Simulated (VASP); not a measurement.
# Br in VASP: a series of runs

Br is run at these levels: PBEsol; tasks: single point.

All numbers are computed with VASP 6.6.1; they aren't measurements. Logs are shortened: lines on timing, memory, paths and dates and some standing lists are left out, and cuts for length are marked.

**1. The cell of the first run**

The structure is monoclinic, space group C2/m (No. 12). The conventional cell has a = 7.565 Å, b = 2.766 Å, c = 2.817 Å, α = 90.00°, β = 111.54°, γ = 90.00°. Within 3.6 Å of Br (site symmetry 2/m) lie 4 Br at 2.77 to 2.82 Å.

**2. Single point, PBEsol (strained)**

File INCAR:

```
PREC = Accurate ; ENCUT = 520
EDIFF = 1E-6 ; ISMEAR = 0
SIGMA = 0.1 ; LREAL = F
LASPH = T ; NELM = 100
ALGO = Normal ; ISIF = 2
LWAVE = F ; LCHARG = T
GGA = PS ; LELF = T
LVHAR = T ; NBANDS = 10
```

File KPOINTS:

```
regular mesh
0
Gamma
  18 18 18
```

File POSCAR:

```
Br
1.0
   -1.3986356947      1.3828225470      3.5142159795
    1.4183120403     -1.3828225470      3.5220451838
    1.3986356947      1.3828225470     -3.5142159795
Br
1
Direct
    0.0000000000      0.0000000000      0.0000000000
```

Potentials or basis: VASP PAW PBE potentials, release 64 (Br).

Launch:

```console
$ cat potpaw_PBE.64/Br/POTCAR > POTCAR
$ mpirun -np 1 vasp_std > vasp.out
```

OUTCAR:

```text
PREC = Accurate
   ENCUT = 520
   EDIFF = 1E-6
   ISMEAR = 0
   LREAL = F
   LASPH = T
   NELM = 100
   ISIF = 2
   GGA = PS

 ion  position               nearest neighbor table
   1  0.000  0.000  0.000-

  LATTYP: Found a base centered monoclinic cell.
 ALAT       =     7.5646270912
 B/A-ratio  =     0.3656023041
 C/A-ratio  =     0.3723856551
 COS(beta)  =    -0.3671993812

  Lattice vectors:

 A1 = (   1.3986356947,   1.3828225470,  -3.5142159795)
 A2 = (   1.3986356947,  -1.3828225470,  -3.5142159795)
 A3 = (  -2.8169477350,   0.0000000000,  -0.0078292043)

Analysis of symmetry for initial positions (statically):
=====================================================================
 Subroutine PRICEL returns:
 Original cell was already a primitive cell.

 Routine SETGRP: Setting up the symmetry group for a
 base centered monoclinic supercell.

 Subroutine GETGRP returns: Found  4 space group operations
 (whereof  4 operations were pure point group operations)
 out of a pool of  4 trial point group operations.

The static configuration has the point symmetry C_2h.

Analysis of symmetry for dynamics (positions and initial velocities):
=====================================================================
 Subroutine PRICEL returns:
 Original cell was already a primitive cell.

 Routine SETGRP: Setting up the symmetry group for a
 base centered monoclinic supercell.

 Subroutine GETGRP returns: Found  4 space group operations
 (whereof  4 operations were pure point group operations)
 out of a pool of  4 trial point group operations.

The dynamic configuration has the point symmetry C_2h.

 Subroutine INISYM returns: Found  4 space group operations
 (whereof  4 operations are pure point group operations),
 and found     1 'primitive' translations

----------------------------------------------------------------------------------------

                                     Primitive cell

  volume of cell :      27.4084

  direct lattice vectors                    reciprocal lattice vectors
    -1.398635695  1.382822547  3.514215979    -0.000395003  0.361579294  0.142122037
     1.418312040 -1.382822547  3.522045184     0.354601918  0.000000000  0.141129317
     1.398635695  1.382822547 -3.514215979     0.354996921  0.361579294 -0.000992721

  length of vectors
     4.027169472  4.040867421  4.027169472     0.388507935  0.381654299  0.506718250

  position of ions in fractional coordinates (direct lattice)
     0.000000000  0.000000000  0.000000000

  ion indices of the primitive-cell ions
   primitive index   ion index
                 1           1

----------------------------------------------------------------------------------------

 KPOINTS: regular mesh

Automatic generation of k-mesh.
 Grid dimensions read from file:
 generate k-points for:   18   18   18

 Generating k-lattice:

  Cartesian coordinates                     Fractional coordinates (reciprocal lattice)
    -0.000021945  0.020087739  0.007895669     0.055555556  0.000000000 -0.000000000
     0.019700107  0.000000000  0.007840518    -0.000000000  0.055555556  0.000000000
     0.019722051  0.020087739 -0.000055151    -0.000000000  0.000000000  0.055555556

  Length of vectors
     0.021583774  0.021203017  0.028151014

  Shift w.r.t. Gamma in fractional coordinates (k-lattice)
     0.000000000  0.000000000  0.000000000

 Subroutine IBZKPT returns following result:
 ===========================================

 Found   1550 irreducible k-points:

 Following reciprocal coordinates:
            Coordinates               Weight
  0.000000  0.000000  0.000000      1.000000
  0.055556 -0.000000  0.000000      4.000000
  0.111111 -0.000000  0.000000      4.000000
  0.166667  0.000000  0.000000      4.000000
  0.222222 -0.000000  0.000000      4.000000
  0.277778  0.000000  0.000000      4.000000
[... 16 lines left out ...]
 -0.333333  0.055556  0.000000      4.000000
 -0.277778  0.055556 -0.000000      4.000000
 [... further k-points ...]
   k-points           NKPTS =   1550   k-points in BZ     NKDIM =   1550   number of bands    NBANDS=     10
   number of dos      NEDOS =    301   number of ions     NIONS =      1
   total plane-waves  NPLWV =  27000
   dimension x,y,z NGX =    30 NGY =   30 NGZ =   30
   dimension x,y,z NGXF=    60 NGYF=   60 NGZF=   60
   ions per type =               1
   NGX,Y,Z   is equivalent  to a cutoff of  12.38, 12.34, 12.38 a.u.
   NGXF,Y,Z  is equivalent  to a cutoff of  24.77, 24.68, 24.77 a.u.
 SYSTEM =  unknown system
   PREC   = accura    normal or accurate (medium, high low for compatibility)
   ISTART =      0    job   : 0-new  1-cont  2-samecut
   ICHARG =      2    charge: 1-file 2-atom 10-const
   ISPIN  =      1    spin polarized calculation?
   LNONCOLLINEAR =      F non collinear calculations
   LSORBIT =      F    spin-orbit coupling
   LASPH  =      T    aspherical Exc in radial PAW
   ENCUT  =  520.0 eV  38.22 Ry    6.18 a.u.   7.49  7.51  7.49*2*pi/ulx,y,z
   NELM   =    100;   NELMIN=  2; NELMDL= -5     # of ELM steps
   EDIFF  = 0.1E-05   stopping-criterion for ELM
   LREAL  =      F    real-space projection
   EDIFFG = 0.1E-04   stopping-criterion for IOM
   NSW    =      0    number of steps for IOM
   IBRION =     -1    ionic relax: 0-MD 1-quasi-New 2-CG
   NFREE  =      0    steps in history (QN), initial steepest desc. (CG)
   ISIF   =      2    stress and relaxation
   ISYM   =      2    0-nonsym 1-usesym 2-fastsym
   POTIM  = 0.5000    time-step for ionic-motion
   TEBEG  =    0.0;   TEEND  =   0.0 temperature during run
   PSTRESS=    0.0 pullay stress
   NELECT =       7.0000    total number of electrons
   NUPDOWN=      -1.0000    fix difference up-down
   EMIN   =  10.00;   EMAX   =-10.00  energy-range for DOS
   EFERMI =   0.00;   METHOD = LEGACY
   ISMEAR =     0;   SIGMA  =   0.10  broadening in eV -4-tet -1-fermi 0-gaus
   EFERMI_NEDOS =   21; number of points for ismear=-14 and -15
   IALGO  =     38    algorithm
   IMIX   =      4    mixing-type and parameters
     AMIX     =   0.40;   BMIX     =  1.00
     AMIX_MAG =   1.60;   BMIX_MAG =  1.00
  volume/ion in A,a.u.               =      27.41       184.96
  Fermi-wavevector in a.u.,A,eV,Ry     =   1.038675  1.962811 14.678580  1.078845
  Thomas-Fermi vector in A             =   2.173170
   LORBIT       =      0    0 simple, 1 ext, 2 COOP (PROOUT), +10 PAW based schemes
   GGA     = PS    functional components
   LHFCALC =     F    Hartree Fock is set to
   AEXX    =    0.0000 exact exchange contribution
   IVDW    =     0    specifies the selected vdW correction
   LEPSILON=     F    determine dielectric tensor
   LRPA    =     F    only Hartree local field effects (RPA)
 non-spin polarized calculation
 Gauss-broadening in eV      SIGMA  =   0.10
  energy-cutoff  :      520.00
  volume of cell :       27.41
 maximum number of plane-waves:       761
 NGX is ok and might be reduce to    30
   NGX = 15   NGY = 15   NGZ = 15

 number of electron       6.9999999 magnetization

 Free energy of the ion-electron system (eV)
  ---------------------------------------------------
  ext. energy  EPLUGINS =         0.00000000
  ---------------------------------------------------
  free energy    TOTEN  =        -1.70883487 eV

  energy without entropy =       -1.70573538  energy(sigma->0) =       -1.70728513

 E-fermi :   1.8719     XC(G=0):  -9.0974

 val. band max:        1.8669624621   @ k =   0.0556  -0.0556   0.0556
 cond. band min:       1.8735799208   @ k =  -0.2222  -0.0556   0.1111
 fundamental gap:      0.0066174587
 Fermi energy:         1.8718759319

 k-point     1 :       0.0000    0.0000    0.0000
  band No.  band energies     occupation
      1     -14.7608      2.00000
      2      -0.5676      2.00000
      3       2.8313      0.00000
      4       3.2300      0.00000
      5       7.0411      0.00000
      6      11.6027      0.00000
      7      12.3516      0.00000
      8      17.6861      0.00000
      9      18.2679      0.00000
     10      18.4110      0.00000

 k-point     2 :       0.0556   -0.0000    0.0000
  band No.  band energies     occupation
      1     -14.7165      2.00000
      2      -0.5628      2.00000
      3       2.8346      0.00000
      4       2.8592      0.00000
      5       7.1664      0.00000
      6      11.7353      0.00000
      7      12.7266      0.00000
      8      16.8194      0.00000
      9      17.7526      0.00000
     10      19.1147      0.00000

 k-point     3 :       0.1111   -0.0000    0.0000
  band No.  band energies     occupation
      1     -14.5852      2.00000
      2      -0.5474      2.00000
      3       1.8645      1.08362
      4       2.9410      0.00000
      5       7.4993      0.00000
      6      11.9322      0.00000
      7      13.8460      0.00000
      8      15.2271      0.00000
      9      17.9500      0.00000
     10      19.4787      0.00000

 k-point     4 :       0.1667    0.0000    0.0000
  band No.  band energies     occupation
      1     -14.3732      2.00000
      2      -0.5254      2.00000
      3       0.6587      2.00000
      4       3.0703      0.00000
      5       7.9791      0.00000
      6      12.1529      0.00000
      7      13.7043      0.00000
      8      15.5292      0.00000
      9      18.2697      0.00000
     10      19.8903      0.00000
[... 222 lines left out ...]
 k-point    22 :      -0.3889    0.0556    0.0000
  band No.  band energies     occupation
      1     -13.0614      2.00000
      2      -3.6883      2.00000
      3      -0.0277      2.00000
      4       3.4659      0.00000
      5       8.4358      0.00000
      6      12.4160      0.00000
      7      14.0156      0.00000
      8      16.3626      0.00000
      9      19.1000      0.00000
     10      19.8788      0.00000

 k-point    23 :      -0.3333    0.0556    0.0000
  band No.  band energies     occupation
      1     -13.3864      2.00000
      2      -2.8502      2.00000
      3      -0.0944      2.00000
      4       3.2981      0.00000
      5       8.8171      0.00000
      6      11.6352      0.00000
      7      13.6295      0.00000
      8      17.0294      0.00000
      9      18.6810      0.00000
     10      20.1830      0.00000

 k-point    24 :      -0.2778    0.0556   -0.0000
  band No.  band energies     occupation
      1     -13.7363      2.00000
      2      -1.8026      2.00000
      3      -0.1756      2.00000
      4       3.1021      0.00000
      5       8.8382      0.00000
      6      11.5894      0.00000
      7      13.2521      0.00000
      8      17.6273      0.00000
      9      18.1320      0.00000
     10      19.6997      0.00000

 [... further k-points ...]
[... 5 lines left out ...]
  --------------------------------------------------------------------------------------
  -------------------------------------------------------------------------------------
  Total        0.3632376      0.2155600      0.0707614     -0.0000000      0.0000000     -0.0034243
  in kB       21.2333022     12.6007078      4.1364061     -0.0000000      0.0000000     -0.2001724
  external PRESSURE =      12.6568054 kB  Pullay stress =       0.0000000 kB

 VOLUME and BASIS-vectors are now :
 -----------------------------------------------------------------------------
  energy-cutoff  :      520.00
  volume of cell :       27.41
      direct lattice vectors                 reciprocal lattice vectors
    -1.398635695  1.382822547  3.514215979    -0.000395003  0.361579294  0.142122037
     1.418312040 -1.382822547  3.522045184     0.354601918  0.000000000  0.141129317
     1.398635695  1.382822547 -3.514215979     0.354996921  0.361579294 -0.000992721

 POSITION                                       TOTAL-FORCE (eV/Angst)
 -----------------------------------------------------------------------------------
      0.00000      0.00000      0.00000         0.000000      0.000000      0.000000
 -----------------------------------------------------------------------------------
    total drift:                               -0.000000      0.000000      0.000000

  FREE ENERGIE OF THE ION-ELECTRON SYSTEM (eV)
  ---------------------------------------------------
  free  energy   TOTEN  =        -1.7088348686 eV

  energy  without entropy=       -1.7057353845  energy(sigma->0) =       -1.70728513
```

It took 3.7 min on 1 thread of Intel Xeon Platinum 8559C (Emerald Rapids), shared host; peak memory 0.49 GiB.

What came out:

```
Free energy : -1.7088 eV
Pressure    : 1.3 GPa
```

Caveat: the cell differs from its parent crystal (strained); the PAW data sets were made with another functional, which shifts forces and pressure a little; an odd number of electrons without spin polarisation forces a metal; a magnetic or distorted state may lie lower.

**3. Single point, PBEsol (strained)**

File INCAR:

```
SYSTEM = Br
PREC = Accurate
ENCUT = 520
EDIFF = 1E-7
ISMEAR = 0
SIGMA = 0.1
LREAL = .FALSE.
LASPH = .TRUE.
NELM = 100
ALGO = Normal
ISIF = 2
LWAVE = .FALSE.
LCHARG = .FALSE.
GGA = PS
NBANDS = 10
```

File KPOINTS:

```
regular mesh
0
G
  18 18 18
  0 0 0
```

File POSCAR:

```
Br
1.0
   -1.4031357736      1.4031357736      3.4726961111
    1.4031357736     -1.4031357736      3.4726961111
    1.4031357736      1.4031357736     -3.4726961111
Br
1
Direct
    0.0000000000      0.0000000000      0.0000000000
```

Potentials or basis: VASP PAW PBE potentials, release 64 (Br).

Launch:

```console
$ cat potpaw_PBE.64/Br/POTCAR > POTCAR
$ mpirun -np 1 vasp_std > vasp.out
```

Run time: 87 s. Hardware: 1 thread of Intel Xeon Platinum 8559C (Emerald Rapids), shared host; peak memory 0.26 GiB.

It converged, with:

| Property | Result |
| --- | --- |
| Free energy | -1.7091 eV |
| Pressure | 0.6 GPa |

Levels at points of the mesh, in eV from the Fermi level:
```tsv
k point	band 2	band 3	band 4	band 5	band 6	band 7
(0.00, 0.00, 0.00)	-2.24	1.16	1.16	5.36	9.85	10.47
(0.50, 0.00, 0.00)	-6.13	-1.91	2.13	6.09	12.21	13.07
(0.50, 0.50, 0.00)	-4.68	-4.33	-0.55	5.15	8.08	12.79
(0.50, 0.50, 0.50)	-4.81	0.95	0.95	9.23	9.34	12.27
```

Caveat: the cell differs from its parent crystal (strained); the PAW data sets were made with another functional, which shifts forces and pressure a little; an odd number of electrons without spin polarisation forces a metal; a magnetic or distorted state may lie lower.
